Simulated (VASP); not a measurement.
# GaBO6 (Fm-3m) in VASP: further runs

GaBO6 is run at these levels: PBE; tasks: single point, relaxation of cell and atoms.

Everything below comes from runs of VASP 6.6.1. Logs are shortened: lines on timing, memory, paths and dates and some standing lists are left out, and cuts for length are marked.

**1. The cell of the first run**

The structure is cubic, space group Fm-3m (No. 225). Conventional cell: a = 7.117 Å, b = 7.117 Å, c = 7.117 Å, α = 90.00°, β = 90.00°, γ = 90.00°. Ga (site symmetry m-3m) has 6 O at 1.99 Å within 2.6 Å. B (site symmetry m-3m) has 6 O at 1.57 Å within 2.1 Å. Within 2.1 Å of O (site symmetry 4mm) lie 1 B at 1.57 Å and 1 Ga at 1.99 Å.

**2. Single point, PBE**

The input, INCAR:

```
ALGO = Normal
EDIFF = 1E-7
ENCUT = 520
GGA = PE
ISIF = 2
ISMEAR = 0
LASPH = T
LCHARG = T
LELF = T
LREAL = F
LVHAR = T
LWAVE = F
NBANDS = 36
NELM = 100
PREC = Accurate
SIGMA = 0.1
```

The input, KPOINTS:

```
k-points
0
Gamma
  10 10 10
```

The input, POSCAR:

```
GaBO6
1.0
    0.0000000000      3.5587152699      3.5587152699
    3.5587152699      0.0000000000      3.5587152699
    3.5587152699      3.5587152699      0.0000000000
Ga B O
1 1 6
Direct
    0.5000000000      0.5000000000      0.5000000000
    0.0000000000      0.0000000000      0.0000000000
    0.7796745591      0.2203254409      0.2203254409
    0.2203254409      0.7796745591      0.7796745591
    0.2203254409      0.7796745591      0.2203254409
    0.7796745591      0.2203254409      0.7796745591
    0.2203254409      0.2203254409      0.7796745591
    0.7796745591      0.7796745591      0.2203254409
```

Potentials or basis: VASP PAW PBE potentials, release 64 (Ga_d, B, O).

Started as:

```sh
cat potpaw_PBE.64/Ga_d/POTCAR potpaw_PBE.64/B/POTCAR potpaw_PBE.64/O/POTCAR > POTCAR
mpirun -np 1 vasp_std > vasp.out
```

OUTCAR:

```text
EDIFF = 1E-7
   ENCUT = 520
   GGA = PE
   ISIF = 2
   ISMEAR = 0
   LASPH = T
   LREAL = F
   NELM = 100
   PREC = Accurate

 ion  position               nearest neighbor table
   1  0.500  0.500  0.500-   3 1.99   4 1.99   5 1.99   6 1.99   7 1.99   8 1.99
   2  0.000  0.000  0.000-   3 1.57   4 1.57   5 1.57   6 1.57   7 1.57   8 1.57
   3  0.780  0.220  0.220-   2 1.57   1 1.99
   4  0.220  0.780  0.780-   2 1.57   1 1.99
   5  0.220  0.780  0.220-   2 1.57   1 1.99
   6  0.780  0.220  0.780-   2 1.57   1 1.99
   7  0.220  0.220  0.780-   2 1.57   1 1.99
   8  0.780  0.780  0.220-   2 1.57   1 1.99

  LATTYP: Found a face centered cubic cell.
 ALAT       =     7.1174305398

  Lattice vectors:

 A1 = (   0.0000000000,   3.5587152699,   3.5587152699)
 A2 = (   3.5587152699,   0.0000000000,   3.5587152699)
 A3 = (   3.5587152699,   3.5587152699,   0.0000000000)

Analysis of symmetry for initial positions (statically):
=====================================================================
 Subroutine PRICEL returns:
 Original cell was already a primitive cell.

 Routine SETGRP: Setting up the symmetry group for a
 face centered cubic supercell.

 Subroutine GETGRP returns: Found 48 space group operations
 (whereof 48 operations were pure point group operations)
 out of a pool of 48 trial point group operations.

The static configuration has the point symmetry O_h .

Analysis of symmetry for dynamics (positions and initial velocities):
=====================================================================
 Subroutine PRICEL returns:
 Original cell was already a primitive cell.

 Routine SETGRP: Setting up the symmetry group for a
 face centered cubic supercell.

 Subroutine GETGRP returns: Found 48 space group operations
 (whereof 48 operations were pure point group operations)
 out of a pool of 48 trial point group operations.

The dynamic configuration has the point symmetry O_h .

 Subroutine INISYM returns: Found 48 space group operations
 (whereof 48 operations are pure point group operations),
 and found     1 'primitive' translations

----------------------------------------------------------------------------------------

                                     Primitive cell

  volume of cell :      90.1384

  direct lattice vectors                    reciprocal lattice vectors
     0.000000000  3.558715270  3.558715270    -0.140500142  0.140500142  0.140500142
     3.558715270  0.000000000  3.558715270     0.140500142 -0.140500142  0.140500142
     3.558715270  3.558715270  0.000000000     0.140500142  0.140500142 -0.140500142

  length of vectors
     5.032783399  5.032783399  5.032783399     0.243353384  0.243353384  0.243353384

  position of ions in fractional coordinates (direct lattice)
     0.500000000  0.500000000  0.500000000
     0.000000000  0.000000000  0.000000000
     0.779674559  0.220325441  0.220325441
     0.220325441  0.779674559  0.779674559
     0.220325441  0.779674559  0.220325441
     0.779674559  0.220325441  0.779674559
     0.220325441  0.220325441  0.779674559
     0.779674559  0.779674559  0.220325441

  ion indices of the primitive-cell ions
   primitive index   ion index
                 1           1
                 2           2
                 3           3
                 4           4
                 5           5
                 6           6
                 7           7
                 8           8

----------------------------------------------------------------------------------------

 KPOINTS: k-points

Automatic generation of k-mesh.
 Grid dimensions read from file:
 generate k-points for:   10   10   10

 Generating k-lattice:

  Cartesian coordinates                     Fractional coordinates (reciprocal lattice)
    -0.014050014  0.014050014  0.014050014     0.100000000  0.000000000  0.000000000
     0.014050014 -0.014050014  0.014050014     0.000000000  0.100000000  0.000000000
     0.014050014  0.014050014 -0.014050014     0.000000000  0.000000000  0.100000000

  Length of vectors
     0.024335338  0.024335338  0.024335338

  Shift w.r.t. Gamma in fractional coordinates (k-lattice)
     0.000000000  0.000000000  0.000000000

 Subroutine IBZKPT returns following result:
 ===========================================

 Found     47 irreducible k-points:

 Following reciprocal coordinates:
            Coordinates               Weight
  0.000000  0.000000  0.000000      1.000000
  0.100000  0.000000  0.000000      8.000000
  0.200000  0.000000  0.000000      8.000000
  0.300000  0.000000  0.000000      8.000000
  0.400000  0.000000  0.000000      8.000000
  0.500000  0.000000  0.000000      4.000000
[... 16 lines left out ...]
  0.300000  0.300000  0.000000      6.000000
  0.400000  0.300000  0.000000     24.000000
 [... further k-points ...]
   k-points           NKPTS =     47   k-points in BZ     NKDIM =     47   number of bands    NBANDS=     36
   number of dos      NEDOS =    301   number of ions     NIONS =      8
   total plane-waves  NPLWV =  64000
   dimension x,y,z NGX =    40 NGY =   40 NGZ =   40
   dimension x,y,z NGXF=    80 NGYF=   80 NGZF=   80
   ions per type =               1   1   6
   NGX,Y,Z   is equivalent  to a cutoff of  13.21, 13.21, 13.21 a.u.
   NGXF,Y,Z  is equivalent  to a cutoff of  26.43, 26.43, 26.43 a.u.
 SYSTEM =  unknown system
   PREC   = accura    normal or accurate (medium, high low for compatibility)
   ISTART =      0    job   : 0-new  1-cont  2-samecut
   ICHARG =      2    charge: 1-file 2-atom 10-const
   ISPIN  =      1    spin polarized calculation?
   LNONCOLLINEAR =      F non collinear calculations
   LSORBIT =      F    spin-orbit coupling
   LASPH  =      T    aspherical Exc in radial PAW
   ENCUT  =  520.0 eV  38.22 Ry    6.18 a.u.   9.36  9.36  9.36*2*pi/ulx,y,z
   NELM   =    100;   NELMIN=  2; NELMDL= -5     # of ELM steps
   EDIFF  = 0.1E-06   stopping-criterion for ELM
   LREAL  =      F    real-space projection
   EDIFFG = 0.1E-05   stopping-criterion for IOM
   NSW    =      0    number of steps for IOM
   IBRION =     -1    ionic relax: 0-MD 1-quasi-New 2-CG
   NFREE  =      0    steps in history (QN), initial steepest desc. (CG)
   ISIF   =      2    stress and relaxation
   ISYM   =      2    0-nonsym 1-usesym 2-fastsym
   POTIM  = 0.5000    time-step for ionic-motion
   TEBEG  =    0.0;   TEEND  =   0.0 temperature during run
   PSTRESS=    0.0 pullay stress
   NELECT =      52.0000    total number of electrons
   NUPDOWN=      -1.0000    fix difference up-down
   EMIN   =  10.00;   EMAX   =-10.00  energy-range for DOS
   EFERMI =   0.00;   METHOD = LEGACY
   ISMEAR =     0;   SIGMA  =   0.10  broadening in eV -4-tet -1-fermi 0-gaus
   EFERMI_NEDOS =   21; number of points for ismear=-14 and -15
   IALGO  =     38    algorithm
   IMIX   =      4    mixing-type and parameters
     AMIX     =   0.40;   BMIX     =  1.00
     AMIX_MAG =   1.60;   BMIX_MAG =  1.00
  volume/ion in A,a.u.               =      11.27        76.04
  Fermi-wavevector in a.u.,A,eV,Ry     =   1.362823  2.575362 25.269908  1.857286
  Thomas-Fermi vector in A             =   2.489279
   LORBIT       =      0    0 simple, 1 ext, 2 COOP (PROOUT), +10 PAW based schemes
   GGA     = PE    functional components
   LHFCALC =     F    Hartree Fock is set to
   AEXX    =    0.0000 exact exchange contribution
   IVDW    =     0    specifies the selected vdW correction
   LEPSILON=     F    determine dielectric tensor
   LRPA    =     F    only Hartree local field effects (RPA)
 non-spin polarized calculation
 Gauss-broadening in eV      SIGMA  =   0.10
  energy-cutoff  :      520.00
  volume of cell :       90.14
 maximum number of plane-waves:      2454
 NGX is ok and might be reduce to    40
   NGX = 19   NGY = 19   NGZ = 19

 number of electron      52.0000007 magnetization

 Free energy of the ion-electron system (eV)
  ---------------------------------------------------
  ext. energy  EPLUGINS =         0.00000000
  ---------------------------------------------------
  free energy    TOTEN  =       -39.91446705 eV

  energy without entropy =      -39.88741885  energy(sigma->0) =      -39.90094295

 E-fermi :   0.1652     XC(G=0):  -9.7854

 val. band max:        0.1473157681   @ k =  -0.4000   0.1000   0.0000
 cond. band min:       0.1678757976   @ k =   0.5000   0.0000   0.0000
 fundamental gap:      0.0205600295
 Fermi energy:         0.1651585119

 k-point     1 :       0.0000    0.0000    0.0000
  band No.  band energies     occupation
      1     -19.8681      2.00000
      2     -17.1650      2.00000
      3     -17.1650      2.00000
      4     -17.1650      2.00000
      5     -15.9997      2.00000
      6     -15.9997      2.00000
[... 28 lines left out ...]
     35      10.7914      0.00000
     36      15.3087      0.00000

 k-point     2 :       0.1000    0.0000    0.0000
  band No.  band energies     occupation
      1     -19.8417      2.00000
      2     -17.2208      2.00000
      3     -17.1703      2.00000
      4     -17.1703      2.00000
      5     -15.9870      2.00000
      6     -15.9870      2.00000
[... 28 lines left out ...]
     35      10.8703      0.00000
     36      15.2768      0.00000

 k-point     3 :       0.2000    0.0000    0.0000
  band No.  band energies     occupation
      1     -19.7679      2.00000
      2     -17.3693      2.00000
      3     -17.1837      2.00000
      4     -17.1837      2.00000
      5     -15.9538      2.00000
      6     -15.9538      2.00000
[... 28 lines left out ...]
     35      11.0852      0.00000
     36      15.1821      0.00000
[... 742 lines left out ...]
 k-point    23 :       0.3000    0.3000    0.0000
  band No.  band energies     occupation
      1     -19.6294      2.00000
      2     -17.4229      2.00000
      3     -17.2140      2.00000
      4     -17.2140      2.00000
      5     -16.1408      2.00000
      6     -15.9763      2.00000
[... 28 lines left out ...]
     35      12.1747      0.00000
     36      15.1745      0.00000

 k-point    24 :       0.4000    0.3000    0.0000
  band No.  band energies     occupation
      1     -19.5711      2.00000
      2     -17.4477      2.00000
      3     -17.2341      2.00000
      4     -17.2245      2.00000
      5     -16.2242      2.00000
      6     -15.9613      2.00000
[... 28 lines left out ...]
     35      12.4608      0.00000
     36      14.9919      0.00000

 [... further k-points ...]

------------------------ aborting loop because EDIFF is reached ----------------------------------------

  FORCE on cell =-STRESS in cart. coord.  units (eV):
  Direction    XX          YY          ZZ          XY          YZ          ZX
  --------------------------------------------------------------------------------------
  -------------------------------------------------------------------------------------
  Total        0.1187396      0.1187396      0.1187396      0.0000000      0.0000000     -0.0000000
  in kB        2.1105542      2.1105542      2.1105542      0.0000000      0.0000000     -0.0000000
  external PRESSURE =       2.1105542 kB  Pullay stress =       0.0000000 kB

 VOLUME and BASIS-vectors are now :
 -----------------------------------------------------------------------------
  energy-cutoff  :      520.00
  volume of cell :       90.14
      direct lattice vectors                 reciprocal lattice vectors
     0.000000000  3.558715270  3.558715270    -0.140500142  0.140500142  0.140500142
     3.558715270  0.000000000  3.558715270     0.140500142 -0.140500142  0.140500142
     3.558715270  3.558715270  0.000000000     0.140500142  0.140500142 -0.140500142

 POSITION                                       TOTAL-FORCE (eV/Angst)
 -----------------------------------------------------------------------------------
      3.55872      3.55872      3.55872        -0.000000     -0.000000      0.000000
      0.00000      0.00000      0.00000        -0.000000     -0.000000      0.000000
      1.56815      3.55872      3.55872        -0.007904     -0.000000      0.000000
      5.54928      3.55872      3.55872         0.007904     -0.000000      0.000000
      3.55872      1.56815      3.55872        -0.000000     -0.007904      0.000000
      3.55872      5.54928      3.55872        -0.000000      0.007904      0.000000
      3.55872      3.55872      1.56815        -0.000000     -0.000000     -0.007904
      3.55872      3.55872      5.54928        -0.000000     -0.000000      0.007904
 -----------------------------------------------------------------------------------
    total drift:                               -0.000000      0.000000      0.000000

  FREE ENERGIE OF THE ION-ELECTRON SYSTEM (eV)
  ---------------------------------------------------
  free  energy   TOTEN  =       -39.9144670472 eV

  energy  without entropy=      -39.8874188523  energy(sigma->0) =      -39.90094295
```

It took 2.7 min on 1 thread of Intel Xeon Platinum 8259CL at 2.50GHz (Skylake/Cascade Lake), shared host; peak memory 0.32 GiB.

What came out:

```yaml
Free_energy: -39.9145 eV
Pressure: 0.2 GPa
Largest_force: 0.008 eV/Å
Band_gap_on_the_k_mesh: zero (band 26 reaches 0.17 eV, above the bottom of band 27 at 0.14 eV)
```

Forces on the atoms (eV/Å):
```
Ga   0.000  0.000  0.000
B    0.000  0.000  0.000
O   -0.008  0.000  0.000
O    0.008  0.000  0.000
O    0.000 -0.008  0.000
O    0.000  0.008  0.000
O    0.000  0.000 -0.008
O    0.000  0.000  0.008
```

(Part 1 of 2 ends here.)
